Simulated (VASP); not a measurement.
# SiNi (Pm) in VASP: a series of runs

The runs below take SiNi through single point, with PBEsol.

All numbers are computed with VASP 6.6.1; they aren't measurements. Logs are shortened: lines on timing, memory, paths and dates and some standing lists are left out, and cuts for length are marked.

## 1. The cell of the first run

It takes space group Pm (No. 6, monoclinic). The conventional cell has a = 3.273 Å, b = 3.027 Å, c = 4.698 Å, α = 90.00°, β = 90.00°, γ = 90.00°. Si (site symmetry m) has 6 Ni at 2.26 to 2.54 Å and 4 Si at 2.56 to 2.80 Å within 3.0 Å. Si (site symmetry m) has 6 Ni at 2.34 to 2.40 Å and 6 Si at 2.56 to 3.03 Å within 3.1 Å. Ni (site symmetry m) has 6 Si at 2.35 to 2.40 Å and 6 Ni at 2.67 to 3.03 Å within 3.1 Å. Within 3.0 Å of Ni (site symmetry m) lie 6 Si at 2.26 to 2.54 Å and 4 Ni at 2.67 Å.

## 2. Single point, PBEsol (atom 1 (Si) moved -0.200 Å along Cartesian [0 1 0])

The input, INCAR:

```
SYSTEM = SiNi
PREC     = Accurate       ! precision mode
ENCUT    = 520            ! plane-wave cutoff, eV
EDIFF    = 1E-7           ! SCF threshold, eV
ISMEAR   = 0              ! smearing method
SIGMA    = 0.15           ! smearing width, eV
LREAL    = .FALSE.        ! projectors in reciprocal space
LASPH    = .TRUE.         ! aspherical terms in the spheres
NELM     = 100            ! most SCF steps
ALGO     = Normal         ! electronic algorithm
ISIF     = 2              ! what is computed and relaxed
LWAVE    = .FALSE.        ! write WAVECAR
LCHARG   = .TRUE.         ! write CHGCAR
GGA      = PS             ! functional
LELF     = .TRUE.         ! ELF
LVHAR    = .TRUE.       
NBANDS   = 22             ! bands
```

The input, KPOINTS:

```
regular mesh
0
G
  16 14 10
  0 0 0
```

The input, POSCAR:

```
SiNi
1.0
    3.0266200000      0.0000000000      0.0000000000
    0.0000000000      3.2735000000      0.0000000000
    0.0000000000      0.0000000000      4.6977600000
Si Ni
2 2
Direct
    0.5000000000      0.4389033145      0.8423000000
    0.0000000000      0.0000000000      0.1577000000
    0.5000000000      0.5000000000      0.3442200000
    0.0000000000      0.0000000000      0.6557800000
```

Potentials or basis: VASP PAW PBE potentials, release 64 (Si, Ni).

Started as:

```bash
$ cat potpaw_PBE.64/Si/POTCAR potpaw_PBE.64/Ni/POTCAR > POTCAR
$ mpirun -np 1 vasp_std > vasp.out
```

OUTCAR:

```text
SYSTEM = SiNi
   PREC = Accurate
   ENCUT = 520
   EDIFF = 1E-7
   ISMEAR = 0
   LREAL = .FALSE.
   LASPH = .TRUE.
   NELM = 100
   ISIF = 2
   GGA = PS

 ion  position               nearest neighbor table
   1  0.500  0.439  0.842-   4 2.26   4 2.26   3 2.35   3 2.37   4 2.54   4 2.54   2 2.56   2 2.56
                             2 2.80   2 2.80
   2  0.000  0.000  0.158-   4 2.34   4 2.36   3 2.40   3 2.40   3 2.40   3 2.40   1 2.56   1 2.56
                             1 2.80   1 2.80
   3  0.500  0.500  0.344-   1 2.35   1 2.37   2 2.40   2 2.40   2 2.40   2 2.40   4 2.67   4 2.67
                             4 2.67   4 2.67
   4  0.000  0.000  0.656-   1 2.26   1 2.26   2 2.34   2 2.36   1 2.54   1 2.54   3 2.67   3 2.67
                             3 2.67   3 2.67

  LATTYP: Found a simple orthorhombic cell.
 ALAT       =     3.0266200000
 B/A-ratio  =     1.0815695396
 C/A-ratio  =     1.5521472798

  Lattice vectors:

 A1 = (   3.0266200000,   0.0000000000,   0.0000000000)
 A2 = (   0.0000000000,   3.2735000000,   0.0000000000)
 A3 = (   0.0000000000,   0.0000000000,   4.6977600000)

Analysis of symmetry for initial positions (statically):
=====================================================================
 Subroutine PRICEL returns:
 Original cell was already a primitive cell.

 Routine SETGRP: Setting up the symmetry group for a
 simple orthorhombic supercell.

 Subroutine GETGRP returns: Found  2 space group operations
 (whereof  2 operations were pure point group operations)
 out of a pool of  8 trial point group operations.

The static configuration has the point symmetry C_1h.

Analysis of symmetry for dynamics (positions and initial velocities):
=====================================================================
 Subroutine PRICEL returns:
 Original cell was already a primitive cell.

 Routine SETGRP: Setting up the symmetry group for a
 simple orthorhombic supercell.

 Subroutine GETGRP returns: Found  2 space group operations
 (whereof  2 operations were pure point group operations)
 out of a pool of  8 trial point group operations.

The dynamic configuration has the point symmetry C_1h.

 Subroutine INISYM returns: Found  2 space group operations
 (whereof  2 operations are pure point group operations),
 and found     1 'primitive' translations

----------------------------------------------------------------------------------------

                                     Primitive cell

  volume of cell :      46.5437

  direct lattice vectors                    reciprocal lattice vectors
     3.026620000  0.000000000  0.000000000     0.330401570  0.000000000  0.000000000
     0.000000000  3.273500000  0.000000000     0.000000000  0.305483428  0.000000000
     0.000000000  0.000000000  4.697760000     0.000000000  0.000000000  0.212867409

  length of vectors
     3.026620000  3.273500000  4.697760000     0.330401570  0.305483428  0.212867409

  position of ions in fractional coordinates (direct lattice)
     0.500000000  0.438903315  0.842300000
     0.000000000  0.000000000  0.157700000
     0.500000000  0.500000000  0.344220000
     0.000000000  0.000000000  0.655780000

  ion indices of the primitive-cell ions
   primitive index   ion index
                 1           1
                 2           2
                 3           3
                 4           4

----------------------------------------------------------------------------------------

 KPOINTS: regular mesh

Automatic generation of k-mesh.
 Grid dimensions read from file:
 generate k-points for:   16   14   10

 Generating k-lattice:

  Cartesian coordinates                     Fractional coordinates (reciprocal lattice)
     0.020650098  0.000000000  0.000000000     0.062500000  0.000000000  0.000000000
     0.000000000  0.021820245  0.000000000     0.000000000  0.071428571  0.000000000
     0.000000000  0.000000000  0.021286741     0.000000000  0.000000000  0.100000000

  Length of vectors
     0.020650098  0.021820245  0.021286741

  Shift w.r.t. Gamma in fractional coordinates (k-lattice)
     0.000000000  0.000000000  0.000000000

 Subroutine IBZKPT returns following result:
 ===========================================

 Found    648 irreducible k-points:

 Following reciprocal coordinates:
            Coordinates               Weight
  0.000000  0.000000  0.000000      1.000000
  0.062500  0.000000  0.000000      2.000000
  0.125000  0.000000  0.000000      2.000000
  0.187500  0.000000  0.000000      2.000000
  0.250000  0.000000  0.000000      2.000000
  0.312500  0.000000  0.000000      2.000000
[... 16 lines left out ...]
  0.250000  0.142857  0.000000      4.000000
  0.312500  0.142857  0.000000      4.000000
 [... further k-points ...]
   k-points           NKPTS =    648   k-points in BZ     NKDIM =    648   number of bands    NBANDS=     22
   number of dos      NEDOS =    301   number of ions     NIONS =      4
   total plane-waves  NPLWV =  20736
   dimension x,y,z NGX =    24 NGY =   24 NGZ =   36
   dimension x,y,z NGXF=    48 NGYF=   48 NGZF=   72
   ions per type =               2   2
   NGX,Y,Z   is equivalent  to a cutoff of  13.18, 12.19, 12.74 a.u.
   NGXF,Y,Z  is equivalent  to a cutoff of  26.37, 24.38, 25.48 a.u.
 SYSTEM =  SiNi
   PREC   = accura    normal or accurate (medium, high low for compatibility)
   ISTART =      0    job   : 0-new  1-cont  2-samecut
   ICHARG =      2    charge: 1-file 2-atom 10-const
   ISPIN  =      1    spin polarized calculation?
   LNONCOLLINEAR =      F non collinear calculations
   LSORBIT =      F    spin-orbit coupling
   LASPH  =      T    aspherical Exc in radial PAW
   ENCUT  =  520.0 eV  38.22 Ry    6.18 a.u.   5.63  6.09  8.73*2*pi/ulx,y,z
   NELM   =    100;   NELMIN=  2; NELMDL= -5     # of ELM steps
   EDIFF  = 0.1E-06   stopping-criterion for ELM
   LREAL  =      F    real-space projection
   EDIFFG = 0.1E-05   stopping-criterion for IOM
   NSW    =      0    number of steps for IOM
   IBRION =     -1    ionic relax: 0-MD 1-quasi-New 2-CG
   NFREE  =      0    steps in history (QN), initial steepest desc. (CG)
   ISIF   =      2    stress and relaxation
   ISYM   =      2    0-nonsym 1-usesym 2-fastsym
   POTIM  = 0.5000    time-step for ionic-motion
   TEBEG  =    0.0;   TEEND  =   0.0 temperature during run
   PSTRESS=    0.0 pullay stress
   NELECT =      28.0000    total number of electrons
   NUPDOWN=      -1.0000    fix difference up-down
   EMIN   =  10.00;   EMAX   =-10.00  energy-range for DOS
   EFERMI =   0.00;   METHOD = LEGACY
   ISMEAR =     0;   SIGMA  =   0.15  broadening in eV -4-tet -1-fermi 0-gaus
   EFERMI_NEDOS =   21; number of points for ismear=-14 and -15
   IALGO  =     38    algorithm
   IMIX   =      4    mixing-type and parameters
     AMIX     =   0.40;   BMIX     =  1.00
     AMIX_MAG =   1.60;   BMIX_MAG =  1.00
  volume/ion in A,a.u.               =      11.64        78.52
  Fermi-wavevector in a.u.,A,eV,Ry     =   1.381997  2.611596 25.985987  1.909916
  Thomas-Fermi vector in A             =   2.506729
   LORBIT       =      0    0 simple, 1 ext, 2 COOP (PROOUT), +10 PAW based schemes
   GGA     = PS    functional components
   LHFCALC =     F    Hartree Fock is set to
   AEXX    =    0.0000 exact exchange contribution
   IVDW    =     0    specifies the selected vdW correction
   LEPSILON=     F    determine dielectric tensor
   LRPA    =     F    only Hartree local field effects (RPA)
 non-spin polarized calculation
 Gauss-broadening in eV      SIGMA  =   0.15
  energy-cutoff  :      520.00
  volume of cell :       46.54
 maximum number of plane-waves:      1274
   NGX = 11   NGY = 13   NGZ = 17

 number of electron      28.0000015 magnetization

 Free energy of the ion-electron system (eV)
  ---------------------------------------------------
  ext. energy  EPLUGINS =         0.00000000
  ---------------------------------------------------
  free energy    TOTEN  =       -25.81357572 eV

  energy without entropy =      -25.80134735  energy(sigma->0) =      -25.80746154

 E-fermi :  11.1336     XC(G=0): -12.5601

 val. band max:       11.1324709652   @ k =   0.3750   0.2857   0.4000
 cond. band min:      11.1364328218   @ k =   0.1875   0.1429   0.2000
 fundamental gap:      0.0039618566
 Fermi energy:        11.1335792178

 k-point     1 :       0.0000    0.0000    0.0000
  band No.  band energies     occupation
      1      -2.6929      2.00000
      2       3.0786      2.00000
      3       4.6618      2.00000
      4       6.9590      2.00000
      5       7.6416      2.00000
      6       8.0591      2.00000
[... 14 lines left out ...]
     21      19.3008      0.00000
     22      20.1818      0.00000

 k-point     2 :       0.0625    0.0000    0.0000
  band No.  band energies     occupation
      1      -2.6307      2.00000
      2       3.1237      2.00000
      3       4.7118      2.00000
      4       6.9434      2.00000
      5       7.6592      2.00000
      6       8.0190      2.00000
[... 14 lines left out ...]
     21      19.3566      0.00000
     22      20.2142      0.00000

 k-point     3 :       0.1250    0.0000    0.0000
  band No.  band energies     occupation
      1      -2.4447      2.00000
      2       3.2539      2.00000
      3       4.8594      2.00000
      4       6.8356      2.00000
      5       7.7082      2.00000
      6       7.9165      2.00000
[... 14 lines left out ...]
     21      19.5504      0.00000
     22      20.2969      0.00000
[... 476 lines left out ...]
 k-point    23 :       0.2500    0.1429    0.0000
  band No.  band energies     occupation
      1      -1.4439      2.00000
      2       3.7322      2.00000
      3       5.5961      2.00000
      4       5.9106      2.00000
      5       7.1930      2.00000
      6       7.4739      2.00000
[... 14 lines left out ...]
     21      18.0786      0.00000
     22      21.8754      0.00000

 k-point    24 :       0.3125    0.1429    0.0000
  band No.  band energies     occupation
      1      -0.9046      2.00000
      2       3.6694      2.00000
      3       5.4015      2.00000
      4       5.9398      2.00000
      5       7.1644      2.00000
      6       7.3028      2.00000
[... 14 lines left out ...]
     21      18.3379      0.00000
     22      21.3743      0.00000

 [... further k-points ...]

------------------------ aborting loop because EDIFF is reached ----------------------------------------

  FORCE on cell =-STRESS in cart. coord.  units (eV):
  Direction    XX          YY          ZZ          XY          YZ          ZX
  --------------------------------------------------------------------------------------
  -------------------------------------------------------------------------------------
  Total       -0.6171206     -0.9548902     -1.1680728      0.0000000     -0.0038493      0.0000000
  in kB      -21.2431817    -32.8702457    -40.2086438      0.0000000     -0.1325037      0.0000000
  external PRESSURE =     -31.4406904 kB  Pullay stress =       0.0000000 kB

 VOLUME and BASIS-vectors are now :
 -----------------------------------------------------------------------------
  energy-cutoff  :      520.00
  volume of cell :       46.54
      direct lattice vectors                 reciprocal lattice vectors
     3.026620000  0.000000000  0.000000000     0.330401570  0.000000000  0.000000000
     0.000000000  3.273500000  0.000000000     0.000000000  0.305483428  0.000000000
     0.000000000  0.000000000  4.697760000     0.000000000  0.000000000  0.212867409

 POSITION                                       TOTAL-FORCE (eV/Angst)
 -----------------------------------------------------------------------------------
      1.51331      1.43675      3.95692         0.000000      1.347330      0.059744
      0.00000      0.00000      0.74084         0.000000     -0.411766      0.151778
      1.51331      1.63675      1.61706         0.000000     -0.122372     -0.120755
      0.00000      0.00000      3.08070         0.000000     -0.813191     -0.090767
 -----------------------------------------------------------------------------------
    total drift:                                0.000000     -0.000055      0.000100

  FREE ENERGIE OF THE ION-ELECTRON SYSTEM (eV)
  ---------------------------------------------------
  free  energy   TOTEN  =       -25.8135757249 eV

  energy  without entropy=      -25.8013473465  energy(sigma->0) =      -25.80746154
```

Wall time 4.6 min (1 thread of Intel Xeon 6975P-C (Granite Rapids), shared host); peak memory 0.62 GiB.

Results:

* Free energy: -25.8136 eV
* Pressure: -3.1 GPa
* Largest force: 1.349 eV/Å
* Band gap on the k mesh: zero (band 14 reaches 12.90 eV, above the bottom of band 15 at 10.68 eV)

Forces on the atoms (eV/Å):
```
Si   0.000  1.347  0.060
Si   0.000 -0.412  0.152
Ni   0.000 -0.122 -0.121
Ni   0.000 -0.813 -0.091
```

Stress tensor (GPa, compression positive):
```
-2.12  0.00  0.00
 0.00 -3.29 -0.01
 0.00 -0.01 -4.02
```

Caveat: the cell differs from its parent crystal (atom 1 (Si) moved -0.200 Å along Cartesian [0 1 0]); the PAW data sets were made with another functional, which shifts forces and pressure a little.

## 3. Single point, PBEsol (atom 1 (Si) moved +0.150 Å along Cartesian [0 1 0])

The input, INCAR:

```
SYSTEM = SiNi
  ALGO = Normal
  EDIFF = 1E-6
  ENCUT = 520
  GGA = PS
  ISIF = 2
  ISMEAR = 0
  LASPH = .True.
  LCHARG = .False.
  LREAL = .False.
  LWAVE = .False.
  NBANDS = 22
  NELM = 80
  PREC = Accurate
  SIGMA = 0.15
```

The input, KPOINTS:

```
k-points
0
Gamma
  16 14 10
  0 0 0
```

POSCAR, as its differences from that of step 2:

```diff
@@ -8,3 +8,3 @@
 Direct
-    0.5000000000      0.4389033145      0.8423000000
+    0.5000000000      0.5458225141      0.8423000000
     0.0000000000      0.0000000000      0.1577000000
```

Potentials or basis: VASP PAW PBE potentials, release 64 (Si, Ni).

Started as:

```bash
$ cat potpaw_PBE.64/Si/POTCAR potpaw_PBE.64/Ni/POTCAR > POTCAR
$ mpirun -np 1 vasp_std > vasp.out
```

Run time: 4.1 min. Hardware: 1 thread of Intel Xeon 6975P-C (Granite Rapids), shared host; peak memory 0.61 GiB.

It converged, with:

```yaml
Free_energy: -25.8722 eV
Pressure: -3.9 GPa
Largest_force: 1.001 eV/Å
Band_gap_on_the_k_mesh: zero (band 14 reaches 12.96 eV, above the bottom of band 15 at 10.68 eV)
```

Forces in eV/Å, atoms in the order of the input:
```
Si   0.000 -1.001  0.026
Si   0.000  0.309  0.092
Ni   0.000  0.092 -0.117
Ni   0.000  0.600 -0.001
```

Stress tensor (GPa, compression positive):
```
-3.36  0.00  0.00
 0.00 -3.86  0.05
 0.00  0.05 -4.39
```

Levels at points of the mesh, in eV from the Fermi level:
```
           k point  band 11  band 12  band 13  band 14  band 15  band 16  band 17  band 18
(0.00, 0.00, 0.00)    -2.33    -1.95    -1.93    -0.99     0.78     2.85     5.08     5.53
(0.50, 0.00, 0.00)    -2.43    -2.39    -1.65    -1.61     1.66     1.68     3.52     3.55
(0.00, 0.50, 0.00)    -2.32    -2.13    -2.04    -2.03     1.17     1.33     4.20     5.00
(0.50, 0.50, 0.00)    -1.95    -1.95    -1.64    -1.60     1.49     1.51     2.03     2.04
(0.00, 0.00, 0.50)    -2.66    -2.00     1.28     1.82     2.21     2.53     2.73     3.68
(0.50, 0.00, 0.50)    -2.10    -2.10    -1.47    -1.43     3.65     3.81     5.27     5.33
(0.00, 0.50, 0.50)    -2.06    -1.93    -1.92    -1.85     4.56     5.08     5.46     5.50
(0.50, 0.50, 0.50)    -1.98    -1.95    -1.59    -1.56    -0.38    -0.35     0.95     0.96
```

Caveat: the cell differs from its parent crystal (atom 1 (Si) moved +0.150 Å along Cartesian [0 1 0]); the PAW data sets were made with another functional, which shifts forces and pressure a little. Spin polarisation is off, so any magnetic state and its effect on volume and gap are missing.

## 4. Single point, PBEsol (atom 1 (Si) moved +0.175 Å along Cartesian [0 1 0])

The input, INCAR:

```
SYSTEM = SiNi
  PREC = Accurate
  ENCUT = 520
  EDIFF = 1E-6
  ISMEAR = 0
  SIGMA = 0.15
  LREAL = .FALSE.
  LASPH = .TRUE.
  NELM = 60
  ALGO = Normal
  ISIF = 2
  LWAVE = .FALSE.
  LCHARG = .FALSE.
  GGA = PS
  NBANDS = 22
```

The input, KPOINTS:

```
regular mesh
0
G
  16 14 10
  0 0 0
```

POSCAR, as its differences from that of step 3:

```diff
@@ -8,3 +8,3 @@
 Direct
-    0.5000000000      0.5458225141      0.8423000000
+    0.5000000000      0.5534595998      0.8423000000
     0.0000000000      0.0000000000      0.1577000000
```

Started as:

```bash
$ cat potpaw_PBE.64/Si/POTCAR potpaw_PBE.64/Ni/POTCAR > POTCAR
$ mpirun -np 1 vasp_std > vasp.out
```

It took 7.5 min on 1 thread of Oxide Virtual Turin-like, shared host; peak memory 0.58 GiB.

Results (log left out):

```yaml
Free_energy: -25.8451 eV
Pressure: -3.5 GPa
Largest_force: 1.174 eV/Å
Band_gap_on_the_k_mesh: zero (band 14 reaches 12.93 eV, above the bottom of band 15 at 10.68 eV)
```

Forces on the atoms (eV/Å):
```
Si   0.000 -1.173  0.042
Si   0.000  0.360  0.120
Ni   0.000  0.107 -0.119
Ni   0.000  0.706 -0.043
```

Stress tensor (GPa, compression positive):
```
-2.78  0.00  0.00
 0.00 -3.59  0.03
 0.00  0.03 -4.21
```

Levels at points of the mesh, in eV from the Fermi level:
```tsv
k point	band 12	band 13	band 14	band 15	band 16	band 17
(0.00, 0.00, 0.00)	-1.95	-1.92	-0.96	0.78	2.81	5.08
(0.50, 0.00, 0.00)	-2.38	-1.66	-1.61	1.66	1.68	3.52
(0.00, 0.50, 0.00)	-2.12	-2.04	-2.02	1.16	1.35	4.14
(0.50, 0.50, 0.00)	-1.94	-1.65	-1.59	1.49	1.51	2.03
(0.00, 0.00, 0.50)	-2.00	1.28	1.79	2.21	2.53	2.77
(0.50, 0.00, 0.50)	-2.09	-1.49	-1.43	3.61	3.81	5.25
(0.00, 0.50, 0.50)	-1.92	-1.92	-1.84	4.48	5.04	5.53
(0.50, 0.50, 0.50)	-1.95	-1.60	-1.56	-0.38	-0.34	0.95
```

Caveat: the cell differs from its parent crystal (atom 1 (Si) moved +0.175 Å along Cartesian [0 1 0]); the PAW data sets were made with another functional, which shifts forces and pressure a little.
